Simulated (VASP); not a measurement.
# K (Im-3m) in VASP: notebook

Runs on K. Level: r2SCAN. Tasks: single point.

Everything below comes from runs of VASP 6.6.1. Logs are shortened: lines on timing, memory, paths and dates and some standing lists are left out, and cuts for length are marked.

**1. The cell of the first run**

It takes space group Im-3m (No. 229, cubic). Conventional cell: a = 5.395 Å, b = 5.395 Å, c = 5.395 Å, α = 90.00°, β = 90.00°, γ = 90.00°.

**2. Single point, r2SCAN**

Contents of POSCAR:

```
K
1.0
   -2.6975585167      2.6975585167      2.6975585167
    2.6975585167     -2.6975585167      2.6975585167
    2.6975585167      2.6975585167     -2.6975585167
K
1
Direct
    0.0000000000      0.0000000000      0.0000000000
```

Contents of INCAR.step1:

```
SYSTEM = K
ALGO = Normal
EDIFF = 1E-4
ENCUT = 520
GGA = PE
ISMEAR = -1
LASPH = .TRUE.
LCHARG = .FALSE.
LREAL = .FALSE.
LWAVE = .TRUE.
NBANDS = 10
NELM = 80
PREC = Accurate
SIGMA = 0.05
```

Contents of INCAR.step2:

```
SYSTEM = K
ALGO = Normal
EDIFF = 1E-7
ENCUT = 520
ISIF = 2
ISMEAR = -1
ISTART = 1
LASPH = .TRUE.
LCHARG = .FALSE.
LMIXTAU = .TRUE.
LREAL = .FALSE.
LWAVE = .FALSE.
METAGGA = R2SCAN
NBANDS = 10
NELM = 80
PREC = Accurate
SIGMA = 0.05
```

Contents of KPOINTS:

```
k-points
0
G
  7 7 7
  0 0 0
```

Potentials or basis: VASP PAW PBE potentials, release 64 (K_sv).

Command:

```console
> cat potpaw_PBE.64/K_sv/POTCAR > POTCAR
> cp INCAR.step1 INCAR
> mpirun -np 1 vasp_std > vasp.out
> cp INCAR.step2 INCAR
> mpirun -np 1 vasp_std > vasp.out
```

OUTCAR:

```text
SYSTEM = K
   EDIFF = 1E-7
   ENCUT = 520
   ISIF = 2
   ISMEAR = -1
   ISTART = 1
   LASPH = .TRUE.
   LREAL = .FALSE.
   METAGGA = R2SCAN
   NELM = 80
   PREC = Accurate

 ion  position               nearest neighbor table
   1  0.000  0.000  0.000-

  LATTYP: Found a body centered cubic cell.
 ALAT       =     5.3951170334

  Lattice vectors:

 A1 = (  -2.6975585167,   2.6975585167,   2.6975585167)
 A2 = (   2.6975585167,  -2.6975585167,   2.6975585167)
 A3 = (   2.6975585167,   2.6975585167,  -2.6975585167)

Analysis of symmetry for initial positions (statically):
=====================================================================
 Subroutine PRICEL returns:
 Original cell was already a primitive cell.

 Routine SETGRP: Setting up the symmetry group for a
 body centered cubic supercell.

 Subroutine GETGRP returns: Found 48 space group operations
 (whereof 48 operations were pure point group operations)
 out of a pool of 48 trial point group operations.

The static configuration has the point symmetry O_h .

Analysis of symmetry for dynamics (positions and initial velocities):
=====================================================================
 Subroutine PRICEL returns:
 Original cell was already a primitive cell.

 Routine SETGRP: Setting up the symmetry group for a
 body centered cubic supercell.

 Subroutine GETGRP returns: Found 48 space group operations
 (whereof 48 operations were pure point group operations)
 out of a pool of 48 trial point group operations.

The dynamic configuration has the point symmetry O_h .

 Subroutine INISYM returns: Found 48 space group operations
 (whereof 48 operations are pure point group operations),
 and found     1 'primitive' translations

----------------------------------------------------------------------------------------

                                     Primitive cell

  volume of cell :      78.5186

  direct lattice vectors                    reciprocal lattice vectors
    -2.697558517  2.697558517  2.697558517     0.000000000  0.185352791  0.185352791
     2.697558517 -2.697558517  2.697558517     0.185352791  0.000000000  0.185352791
     2.697558517  2.697558517 -2.697558517     0.185352791  0.185352791  0.000000000

  length of vectors
     4.672308407  4.672308407  4.672308407     0.262128431  0.262128431  0.262128431

  position of ions in fractional coordinates (direct lattice)
     0.000000000  0.000000000  0.000000000
[... 73 lines left out ...]
   EDIFFG = 0.1E-05   stopping-criterion for IOM
   NSW    =      0    number of steps for IOM
   IBRION =     -1    ionic relax: 0-MD 1-quasi-New 2-CG
   NFREE  =      0    steps in history (QN), initial steepest desc. (CG)
   ISIF   =      2    stress and relaxation
   ISYM   =      2    0-nonsym 1-usesym 2-fastsym
   POTIM  = 0.5000    time-step for ionic-motion
   TEBEG  =    0.0;   TEEND  =   0.0 temperature during run
   PSTRESS=    0.0 pullay stress
   NELECT =       9.0000    total number of electrons
   NUPDOWN=      -1.0000    fix difference up-down
   EMIN   =  10.00;   EMAX   =-10.00  energy-range for DOS
   EFERMI =   0.00;   METHOD = LEGACY
   ISMEAR =    -1;   SIGMA  =   0.05  broadening in eV -4-tet -1-fermi 0-gaus
   EFERMI_NEDOS =   21; number of points for ismear=-14 and -15
   IALGO  =     38    algorithm
   IMIX   =      4    mixing-type and parameters
     AMIX     =   0.40;   BMIX     =  1.00
     AMIX_MAG =   1.60;   BMIX_MAG =  1.00
  volume/ion in A,a.u.               =      78.52       529.87
  Fermi-wavevector in a.u.,A,eV,Ry     =   0.795240  1.502785  8.604411  0.632406
  Thomas-Fermi vector in A             =   1.901529
   LORBIT       =      0    0 simple, 1 ext, 2 COOP (PROOUT), +10 PAW based schemes
   METAGGA = R2SCAN    functional components
   LHFCALC =     F    Hartree Fock is set to
   AEXX    =    0.0000 exact exchange contribution
   IVDW    =     0    specifies the selected vdW correction
   LEPSILON=     F    determine dielectric tensor
   LRPA    =     F    only Hartree local field effects (RPA)
 non-spin polarized calculation
  energy-cutoff  :      520.00
  volume of cell :       78.52
 maximum number of plane-waves:      2128
   NGX = 17   NGY = 17   NGZ = 17

 number of electron       8.9999999 magnetization

 Free energy of the ion-electron system (eV)
  ---------------------------------------------------
  ext. energy  EPLUGINS =         0.00000000
  ---------------------------------------------------
  free energy    TOTEN  =        -6.01624765 eV

  energy without entropy =       -6.00951441  energy(sigma->0) =       -6.01288103

 E-fermi :  -0.2161     XC(G=0):  -5.7436

 val. band max:       -0.2868033829   @ k =   0.4286   0.0000   0.0000
 cond. band min:      -0.0756692237   @ k =  -0.4286   0.4286   0.1429
 fundamental gap:      0.2111341592
 Fermi energy:        -0.2161017920

 k-point     1 :       0.0000    0.0000    0.0000
  band No.  band energies     occupation
      1     -33.9028      2.00000
      2     -16.5779      2.00000
      3     -16.5779      2.00000
      4     -16.5779      2.00000
      5      -2.4140      2.00000
      6       4.4838      0.00000
      7       4.4839      0.00000
      8       4.4839      0.00000
      9       5.4070      0.00000
     10       5.4070      0.00000
[... 235 lines left out ...]
 k-point    20 :      -0.4286    0.4286    0.4286
  band No.  band energies     occupation
      1     -33.8975      2.00000
      2     -16.6170      2.00000
      3     -16.6153      2.00000
      4     -16.6153      2.00000
      5       1.2360      0.00000
      6       1.7157      0.00000
      7       3.3840      0.00000
      8       3.3841      0.00000
      9       3.4956      0.00000
     10       6.3398      0.00000

------------------------ aborting loop because EDIFF is reached ----------------------------------------

  FORCE on cell =-STRESS in cart. coord.  units (eV):
  Direction    XX          YY          ZZ          XY          YZ          ZX
  --------------------------------------------------------------------------------------
  -------------------------------------------------------------------------------------
  Total       -0.0575481     -0.0575481     -0.0575481      0.0000000      0.0000000      0.0000000
  in kB       -1.1742732     -1.1742732     -1.1742732      0.0000000      0.0000000      0.0000000
  external PRESSURE =      -1.1742732 kB  Pullay stress =       0.0000000 kB

 VOLUME and BASIS-vectors are now :
 -----------------------------------------------------------------------------
  energy-cutoff  :      520.00
  volume of cell :       78.52
      direct lattice vectors                 reciprocal lattice vectors
    -2.697558517  2.697558517  2.697558517     0.000000000  0.185352791  0.185352791
     2.697558517 -2.697558517  2.697558517     0.185352791  0.000000000  0.185352791
     2.697558517  2.697558517 -2.697558517     0.185352791  0.185352791  0.000000000

 POSITION                                       TOTAL-FORCE (eV/Angst)
 -----------------------------------------------------------------------------------
      0.00000      0.00000      0.00000        -0.000000     -0.000000     -0.000000
 -----------------------------------------------------------------------------------
    total drift:                               -0.000000     -0.000000     -0.000000

  FREE ENERGIE OF THE ION-ELECTRON SYSTEM (eV)
  ---------------------------------------------------
  free  energy   TOTEN  =        -6.0162476527 eV

  energy  without entropy=       -6.0095144115  energy(sigma->0) =       -6.01288103
```

It took 2.7 min on 1 thread of AMD EPYC 7R13, shared host; peak memory 0.18 GiB.

What came out:

```
Free energy : -6.0162 eV
Pressure    : -0.1 GPa
```

Caveat: the PAW data sets were made with another functional, which shifts forces and pressure a little.

**3. Single point, r2SCAN**

This run uses another cell than the first one, of 80.09 Å³/atom, 1.020 times its volume.

Contents of POSCAR:

```
K
1.0
   -2.7154236633      2.7154236633      2.7154236633
    2.7154236633     -2.7154236633      2.7154236633
    2.7154236633      2.7154236633     -2.7154236633
K
1
Direct
    0.0000000000      0.0000000000      0.0000000000
```

Contents of INCAR.step1:

```
PREC = Accurate
ENCUT = 520
ISMEAR = -1
SIGMA = 0.05
LREAL = F
LASPH = T
NELM = 80
NBANDS = 10
GGA = PE
ALGO = Normal
EDIFF = 1E-4
LWAVE = T
LCHARG = F
```

Contents of INCAR.step2:

```
PREC = Accurate
ENCUT = 520
EDIFF = 1E-6
ISMEAR = -1
SIGMA = 0.05
LREAL = F
LASPH = T
NELM = 80
ALGO = Normal
ISIF = 2
LWAVE = F
LCHARG = F
METAGGA = R2SCAN
LMIXTAU = T
NBANDS = 10
ISTART = 1
```

Contents of KPOINTS:

```
Automatic mesh
0
Gamma
  7 7 7
```

Potentials or basis: VASP PAW PBE potentials, release 64 (K_sv).

Command:

```console
> cat potpaw_PBE.64/K_sv/POTCAR > POTCAR
> cp INCAR.step1 INCAR
> mpirun -np 1 vasp_std > vasp.out
> cp INCAR.step2 INCAR
> mpirun -np 1 vasp_std > vasp.out
```

Wall time 2.6 min (1 thread of AMD EPYC 7R13, shared host); peak memory 0.17 GiB.

The run converged. Its results:

- Free energy: -6.0151 eV
- Pressure: -0.2 GPa

Levels at points of the mesh, in eV from the Fermi level:
```csv
k point,band 3,band 4,band 5,band 6,band 7,band 8
"(0.00, 0.00, 0.00)",-16.38,-16.38,-2.17,4.68,4.68,4.68
```

Caveat: the PAW data sets were made with another functional, which shifts forces and pressure a little.
